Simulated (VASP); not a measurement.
# PbSe in VASP: a series of runs, part 3 of 3

VASP 6.6.1. Earlier steps stand in the parts before.

### Step 4. Single point, PBE+D3(BJ)

This run uses another cell than the first one, of 24.27 Å³/atom.

INCAR reads:

```
ALGO = Normal
EDIFF = 1E-7
ENCUT = 520
GGA = PE
ISIF = 2
ISMEAR = 0
IVDW = 12
LASPH = True
LCHARG = True
LELF = True
LREAL = False
LVHAR = True
LWAVE = False
NBANDS = 17
NELM = 100
PREC = Accurate
SIGMA = 0.03
```

KPOINTS reads:

```
k-points
0
Gamma
  10 10 10
```

POSCAR reads:

```
PbSe
1.0
   -0.0843449018      2.8140526321      3.0670873374
    2.8140526321     -0.0843449018      3.0670873374
    2.7297077303      2.7297077303      0.0000000000
Pb Se
1 1
Direct
    0.0000000000      0.0000000000      0.0000000000
    0.5000000000      0.5000000000      0.5000000000
```

Potentials or basis: VASP PAW PBE potentials, release 64 (Pb_d, Se).

Command:

```bash
cat potpaw_PBE.64/Pb_d/POTCAR potpaw_PBE.64/Se/POTCAR > POTCAR
mpirun -np 1 vasp_std > vasp.out
```

OUTCAR:

```text
EDIFF = 1E-7
   ENCUT = 520
   GGA = PE
   ISIF = 2
   ISMEAR = 0
   IVDW = 12
   LASPH = True
   LREAL = False
   NELM = 100
   PREC = Accurate
 IVDW          = 12

 ion  position               nearest neighbor table
   1  0.000  0.000  0.000-   2 2.82   2 2.82   2 2.82   2 2.82   2 3.07   2 3.07
   2  0.500  0.500  0.500-   1 2.82   1 2.82   1 2.82   1 2.82   1 3.07   1 3.07

  LATTYP: Found a body centered orthorhombic cell.
 ALAT       =     3.8603896935
 B/A-ratio  =     1.0617977528
 C/A-ratio  =     1.5890040027

  Lattice vectors:

 A1 = (  -2.8140526321,   0.0843449018,   3.0670873374)
 A2 = (   2.8140526321,  -0.0843449018,   3.0670873374)
 A3 = (  -0.0843449018,   2.8140526321,  -3.0670873374)

Analysis of symmetry for initial positions (statically):
=====================================================================
 Subroutine PRICEL returns:
 Original cell was already a primitive cell.

 Routine SETGRP: Setting up the symmetry group for a
 body centered orthorhombic supercell.

 Subroutine GETGRP returns: Found  8 space group operations
 (whereof  8 operations were pure point group operations)
 out of a pool of  8 trial point group operations.

The static configuration has the point symmetry D_2h.

Analysis of symmetry for dynamics (positions and initial velocities):
=====================================================================
 Subroutine PRICEL returns:
 Original cell was already a primitive cell.

 Routine SETGRP: Setting up the symmetry group for a
 body centered orthorhombic supercell.

 Subroutine GETGRP returns: Found  8 space group operations
 (whereof  8 operations were pure point group operations)
 out of a pool of  8 trial point group operations.

The dynamic configuration has the point symmetry D_2h.

 Subroutine INISYM returns: Found  8 space group operations
 (whereof  8 operations are pure point group operations),
 and found     1 'primitive' translations

[... 111 lines left out ...]
   IALGO  =     38    algorithm
   IMIX   =      4    mixing-type and parameters
     AMIX     =   0.40;   BMIX     =  1.00
     AMIX_MAG =   1.60;   BMIX_MAG =  1.00
  volume/ion in A,a.u.               =      24.27       163.76
  Fermi-wavevector in a.u.,A,eV,Ry     =   1.218264  2.302185 20.193321  1.484167
  Thomas-Fermi vector in A             =   2.353556
   LORBIT       =      0    0 simple, 1 ext, 2 COOP (PROOUT), +10 PAW based schemes
   GGA     = PE    functional components
   LHFCALC =     F    Hartree Fock is set to
   AEXX    =    0.0000 exact exchange contribution
   IVDW    =    12    specifies the selected vdW correction
   LEPSILON=     F    determine dielectric tensor
   LRPA    =     F    only Hartree local field effects (RPA)
 non-spin polarized calculation
 Gauss-broadening in eV      SIGMA  =   0.03
  energy-cutoff  :      520.00
  volume of cell :       48.53
 maximum number of plane-waves:      1323
   NGX = 15   NGY = 15   NGZ = 15

 number of electron      20.0000001 magnetization

 Free energy of the ion-electron system (eV)
  ---------------------------------------------------
  ext. energy  EPLUGINS =         0.00000000
  ---------------------------------------------------
  free energy    TOTEN  =        -7.53982065 eV

  energy without entropy =       -7.53965799  energy(sigma->0) =       -7.53973932

 E-fermi :   7.5362     XC(G=0): -10.3170

 val. band max:        7.5332047651   @ k =  -0.4000   0.1000   0.0000
 cond. band min:       7.5453776244   @ k =  -0.2000   0.2000   0.0000
 fundamental gap:      0.0121728593
 Fermi energy:         7.5362230316

 k-point     1 :       0.0000    0.0000    0.0000
  band No.  band energies     occupation
      1      -9.9689      2.00000
      2      -9.9131      2.00000
      3      -9.9050      2.00000
      4      -9.8989      2.00000
      5      -9.8977      2.00000
      6      -7.8686      2.00000
[... 457 lines left out ...]
      4      -9.8492      2.00000
      5      -9.8484      2.00000
      6      -6.5327      2.00000
[... 9 lines left out ...]
     16      18.5431      0.00000
     17      19.2903      0.00000

 [... further k-points ...]

------------------------ aborting loop because EDIFF is reached ----------------------------------------

 Edisp (eV)   -0.87361

 E8    (eV) :    -0.4068

  FORCE on cell =-STRESS in cart. coord.  units (eV):
  Direction    XX          YY          ZZ          XY          YZ          ZX
  --------------------------------------------------------------------------------------
  -------------------------------------------------------------------------------------
  Total       6.31138     6.31138     0.49832     0.13911     0.00000     0.00000
  in kB     208.35552   208.35552    16.45080     4.59240     0.00000     0.00000
  external pressure =      144.39 kB  Pullay stress =        0.00 kB

 VOLUME and BASIS-vectors are now :
 -----------------------------------------------------------------------------
  energy-cutoff  :      520.00
  volume of cell :       48.53
      direct lattice vectors                 reciprocal lattice vectors
    -0.084344902  2.814052632  3.067087337    -0.172509117  0.172509117  0.163021116
     2.814052632 -0.084344902  3.067087337     0.172509117 -0.172509117  0.163021116
     2.729707730  2.729707730  0.000000000     0.183169793  0.183169793 -0.163021116

 POSITION                                       TOTAL-FORCE (eV/Angst)
 -----------------------------------------------------------------------------------
      0.00000      0.00000      0.00000         0.000000     -0.000000      0.000000
      2.72971      2.72971      3.06709        -0.000000      0.000000     -0.000000
 -----------------------------------------------------------------------------------
    total drift:                                0.000000     -0.000000     -0.000000

  FREE ENERGIE OF THE ION-ELECTRON SYSTEM (eV)
  ---------------------------------------------------
  free  energy   TOTEN  =        -8.4134333743 eV

  energy  without entropy=       -8.4132707111  energy(sigma->0) =       -8.41335204
```

OSZICAR:

```text
N       E                     dE             d eps       ncg     rms          rms(c)
DAV:   1     0.159377860367E+03    0.15938E+03   -0.97237E+03  5839   0.126E+03
DAV:   2     0.304893305316E+01   -0.15633E+03   -0.15089E+03  6282   0.319E+02
DAV:   3    -0.752637735367E+01   -0.10575E+02   -0.10467E+02  7484   0.890E+01
DAV:   4    -0.775338638962E+01   -0.22701E+00   -0.22685E+00  7216   0.140E+01
DAV:   5    -0.776098840572E+01   -0.76020E-02   -0.76016E-02  8293   0.251E+00    0.360E+00
DAV:   6    -0.754869603734E+01    0.21229E+00   -0.43870E-01  9029   0.571E+00    0.221E+00
DAV:   7    -0.753819216937E+01    0.10504E-01   -0.11457E-01  7617   0.196E+00    0.980E-01
DAV:   8    -0.753984944340E+01   -0.16573E-02   -0.11043E-02  7589   0.124E+00    0.876E-02
DAV:   9    -0.753979977365E+01    0.49670E-04   -0.11664E-03  8883   0.409E-01    0.628E-02
DAV:  10    -0.753981459913E+01   -0.14825E-04   -0.12638E-04  6951   0.944E-02    0.183E-02
DAV:  11    -0.753982204861E+01   -0.74495E-05   -0.47546E-05  8550   0.766E-02    0.186E-02
DAV:  12    -0.753982074777E+01    0.13008E-05   -0.34383E-06  6905   0.129E-02    0.416E-03
DAV:  13    -0.753982065298E+01    0.94795E-07   -0.38420E-07  7612   0.553E-03
   1 F= -.84134334E+01 E0= -.84133520E+01  d E =-.162663E-03
```

stdout:

```text
POSCAR found type information on POSCAR PbSe
 POSCAR found :  2 types and       2 ions
 scaLAPACK will be used
 LDA part: xc-table for (Slater+PW92), standard interpolation
 POSCAR, INCAR and KPOINTS ok, starting setup
 FFT: planning ... GRIDC
 FFT: planning ... GRID_SOFT
 FFT: planning ... GRID
 WAVECAR not read
 entering main loop
```

It took 2.7 min on 1 thread of Intel Xeon 8259CL, shared host; peak memory 0.3 GiB.

What came out:

```yaml
Free_energy: -8.4134 eV
Pressure: 14.4 GPa
Band_gap_on_the_k_mesh: zero (bands 10 and 11 overlap by 0.08 eV)
Dispersion_energy_per_atom: -0.437 eV
```

Stress tensor (GPa, compression positive):
```
20.84  0.46  0.00
 0.46 20.84  0.00
 0.00  0.00  1.65
```

Caveat: the cell stands under pressure; semilocal functionals underestimate gaps, so a narrow gap can read as zero; spin-orbit coupling is left out, which moves the levels of the heavy elements.

### Step 5. Overview

```csv
cell,gap on the mesh (eV),pressure (GPa)
"a = 4.106, b = 4.106, c = 3.860 Å, angles 62.0, 62.0, 56.1°, 2 atoms",none,23.0
"a = 4.162, b = 4.162, c = 3.980 Å, angles 61.4, 61.4, 57.1°, 2 atoms",0.29,14.5
"a = 4.163, b = 4.163, c = 3.860 Å, angles 62.4, 62.4, 59.0°, 2 atoms",none,14.4
```

Alike in all rows: task single point; level PBE+D3(BJ); potentials or basis VASP PAW PBE potentials, release 64 (Pb_d, Se); no spin polarisation; k mesh 10 × 10 × 10; cutoff (eV) 520; smearing gaussian 0.03 eV.

Caveats: the cell stands under pressure; spin-orbit coupling is left out, which moves the levels of the heavy elements; semilocal functionals underestimate gaps, so a narrow gap can read as zero (at least some runs).

Absolute energies hang on the potentials; compare differences alone.
